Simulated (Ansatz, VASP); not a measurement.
One calculation of Cu, two programs

INCAR

```
SYSTEM = Cu
ALGO     = Fast           ! electronic algorithm
EDIFF    = 1E-6           ! SCF threshold, eV
ENCUT    = 520            ! plane-wave cutoff, eV
ISIF     = 2              ! what is computed and relaxed
ISMEAR   = 0              ! smearing method
LASPH    = .True.         ! aspherical terms in the spheres
LCHARG   = .False.        ! write CHGCAR
LREAL    = .False.        ! projectors in reciprocal space
LWAVE    = .False.        ! write WAVECAR
NBANDS   = 18             ! bands
NELM     = 100            ! most SCF steps
PREC     = Accurate       ! precision mode
SIGMA    = 0.15           ! smearing width, eV
```

KPOINTS

```
k-points
0
Gamma
  20 20 12
  0 0 0
```

Contents of POSCAR:

```
Cu
1.0
   -1.4273957350      1.4273957350      1.3410790631
    1.4273957350     -1.4273957350      1.3410790631
    2.8547914700      2.8547914700      0.0000000000
Cu
2
Direct
    0.0123498548     -0.0394176101      0.0000000000
    0.4876501452      0.5394176101      0.5000000000
```

Input for Ansatz:

```yaml
crystal:
  lattice:
    - [-1.427395735, 1.427395735, 1.3410790631]
    - [1.427395735, -1.427395735, 1.3410790631]
    - [2.85479147, 2.85479147, 0.0]
  atoms:
    - { symbol: Cu, position: [0.0123498548, -0.0394176101, 0.0] }
    - { symbol: Cu, position: [0.4876501452, 0.5394176101, 0.5] }
basis:
  ecutwfc: 520.0
kpoints:
  mp_grid: { grid: [20, 20, 12] }
hamiltonian:
  xc: lda
  pseudopotentials: { kind: paw, azcp: { folder: soft_1 } }
scf:
  occupations: { method: gaussian, width: 0.15 }
output:
  forces: true
  stress: true
  eigenvalues: true
```

Change from the starting cell: mode 1 frozen in at -0.104 Å and mode 5 at -0.036 Å (largest displacements).

Alike in both runs: task single point; functional LDA; k mesh 20 × 20 × 12; occupations gaussian, width 0.15 eV; no spin polarisation.

```csv
,VASP,Ansatz
version,VASP 6.6.1,Ansatz 0.2.0
potentials or method,"VASP PAW LDA potentials, release 64 (Cu), cutoff 520 eV","scalar-relativistic, plane waves, PAW"
valence electrons in the cell,22,38
```

|  | VASP | Ansatz | Ansatz less VASP |
| --- | --- | --- | --- |
| gap on the k mesh at the Fermi level (eV) | none | none | - |
| pressure (GPa) | 2.4 | 0.2 | -2.28 |
| traceless stress, the component that is largest in VASP (GPa) | -0.76 | -0.78 | -0.026 |
| rms of the force components (eV/Å) | 0.142 | 0.142 | -0.0004 |

Ansatz warns that its potentials were made for another functional, while VASP's fit it. LDA's correlation is that of Perdew and Zunger in VASP and of Perdew and Wang (1992) in Ansatz. Atom by atom the forces differ by 0.001 eV/Å (rms over components). A gap of «none» marks a metal or a gap that the smearing closes. VASP's potentials hold 22 valence electrons a cell and Ansatz's 38, so a difference there can come from the potentials and not from the codes.
